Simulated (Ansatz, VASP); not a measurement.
Two plane-wave programs on B6Pb2O11

The input INCAR:

```
PREC = Accurate
ENCUT = 520
EDIFF = 1E-6
ISMEAR = -1
SIGMA = 0.293
LREAL = Auto
LASPH = True
NELM = 80
ALGO = Normal
ISIF = 2
LWAVE = False
LCHARG = True
GGA = PE
LELF = True
LVHAR = True
NBANDS = 71
```

File KPOINTS:

```
Automatic mesh
0
Gamma
  3 3 3
```

Contents of POSCAR:

```
B6Pb2O11
1.0
    6.3309900000      0.0072040000      0.1511570000
    0.0072040000      6.3010100000      0.0027160000
    0.1511570000      0.0027160000      6.4529720000
Pb O B
2 11 6
Direct
    0.9491058370      0.6310457452      0.4660090188
    0.6908005552      0.3186711985      0.9934960161
    0.0841671014      0.0722313638      0.7503546903
    0.4587782035      0.5395148363      0.3416874061
    0.6326837760      0.1381461666      0.2954619642
    0.4982088741      0.1925117628      0.6721010215
    0.9863397842      0.6303157804      0.0686678937
    0.2483707940      0.0475686201      0.4106388000
    0.9992328663      0.1447488009      0.1074936128
    0.2663582844      0.6523508284      0.6351871945
    0.6891556857      0.7884923207      0.8455442665
    0.8191917824      0.3130599947      0.5905968034
    0.3653700227      0.1306437784      0.0451053882
    0.3821252907      0.0605204585      0.2597575890
    0.3165451167      0.1065537237      0.6257914272
    0.3829769119      0.6294983438      0.4934980534
    0.8337709106      0.7548091097      0.9791795215
    0.6602964181      0.2466943767      0.4870525177
    0.1506608522      0.1029402870      0.9570970091
```

Input for Ansatz:

```yaml
crystal:
  lattice:
    - [6.33099, 0.007204, 0.151157]
    - [0.007204, 6.30101, 0.002716]
    - [0.151157, 0.002716, 6.452972]
  atoms:
    - { symbol: Pb, position: [0.949105837, 0.6310457452, 0.4660090188] }
    - { symbol: Pb, position: [0.6908005552, 0.3186711985, 0.9934960161] }
    - { symbol: O, position: [0.0841671014, 0.0722313638, 0.7503546903] }
    - { symbol: O, position: [0.4587782035, 0.5395148363, 0.3416874061] }
    - { symbol: O, position: [0.632683776, 0.1381461666, 0.2954619642] }
    - { symbol: O, position: [0.4982088741, 0.1925117628, 0.6721010215] }
    - { symbol: O, position: [0.9863397842, 0.6303157804, 0.0686678937] }
    - { symbol: O, position: [0.248370794, 0.0475686201, 0.4106388] }
    - { symbol: O, position: [0.9992328663, 0.1447488009, 0.1074936128] }
    - { symbol: O, position: [0.2663582844, 0.6523508284, 0.6351871945] }
    - { symbol: O, position: [0.6891556857, 0.7884923207, 0.8455442665] }
    - { symbol: O, position: [0.8191917824, 0.3130599947, 0.5905968034] }
    - { symbol: O, position: [0.3653700227, 0.1306437784, 0.0451053882] }
    - { symbol: B, position: [0.3821252907, 0.0605204585, 0.259757589] }
    - { symbol: B, position: [0.3165451167, 0.1065537237, 0.6257914272] }
    - { symbol: B, position: [0.3829769119, 0.6294983438, 0.4934980534] }
    - { symbol: B, position: [0.8337709106, 0.7548091097, 0.9791795215] }
    - { symbol: B, position: [0.6602964181, 0.2466943767, 0.4870525177] }
    - { symbol: B, position: [0.1506608522, 0.102940287, 0.9570970091] }
basis:
  ecutwfc: 420
kpoints:
  mp_grid: { grid: [3, 3, 3] }
hamiltonian:
  xc: pbe
scf:
  occupations: { method: fermi_dirac, width: 0.293 }
output:
  forces: true
  stress: true
  eigenvalues: true
  populations: true
  write_density: true
  write_potential: true
  elf: true
  volumetric_format: npy
```

Alike in both runs: task single point; functional PBE; k mesh 3 × 3 × 3; occupations fermi-dirac, width 0.293 eV; no spin polarisation.

```csv
,VASP,Ansatz
version,VASP 6.6.1,Ansatz 0.2.0
potentials or method,"VASP PAW PBE potentials, release 64 (Pb_d, O, B), cutoff 520 eV","scalar-relativistic, plane waves, PAW"
valence electrons in the cell,112,112
```

|  | VASP | Ansatz | Ansatz less VASP |
| --- | --- | --- | --- |
| gap on the k mesh at the Fermi level (eV) | 2.61 | 2.63 | +0.016 |
| least direct gap on the mesh (eV) | 2.67 | 2.69 | +0.015 |
| rms of the force components (eV/Å) | 2.740 | 2.750 | +0.0102 |

Atom by atom the forces differ by 0.035 eV/Å (rms over components).

Neither program's run includes spin-orbit coupling.
